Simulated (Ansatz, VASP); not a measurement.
**BiO: VASP beside Ansatz**

```xyz
4
Lattice="3.7477 0.0000 0.0000 0.0000 3.7477 0.0000 0.0000 0.0000 5.3001" Properties=species:S:1:pos:R:3 pbc="T T T"
Bi    1.8739    0.0000    3.9751
Bi    0.0000    1.8739    1.3250
O     0.0000    0.0000    0.0000
O     1.8739    1.8739    0.0000
```

Change from the starting cell: ordered vacancies on the anion sites of fluorite (P4/nmm, No. 129).

Alike in both runs: task relaxation of cell and atoms; functional PBE; k mesh 4 × 4 × 4; occupations gaussian, width 0.1 eV; no spin polarisation.

|  | VASP | Ansatz |
| --- | --- | --- |
| version | VASP 6.6.1 | Ansatz 0.2.0 |
| potentials or method | VASP PAW PBE potentials, release 64 (Bi_d, O), cutoff 600 eV | scalar-relativistic, plane waves, PAW |
| valence electrons in the cell | 42 | 42 |

Ansatz gave:

| Quantity | Value |
| --- | --- |
| gap on the k mesh at the Fermi level, each at its own relaxed structure (eV) | none |
| relaxed volume (Å³/atom) | 19.95 |
| relaxed cell length with the largest relative difference (Å) | 4.083 |

Q: What did VASP give for the same quantities?

A: gap on the k mesh at the Fermi level, each at its own relaxed structure (eV): none; relaxed volume (Å³/atom): 20.22; relaxed cell length with the largest relative difference (Å): 4.108.

A gap of «none» marks a metal or a gap that the smearing closes.

The k mesh is coarse, so the values compare programs but aren't converged. Neither program's run includes spin-orbit coupling.
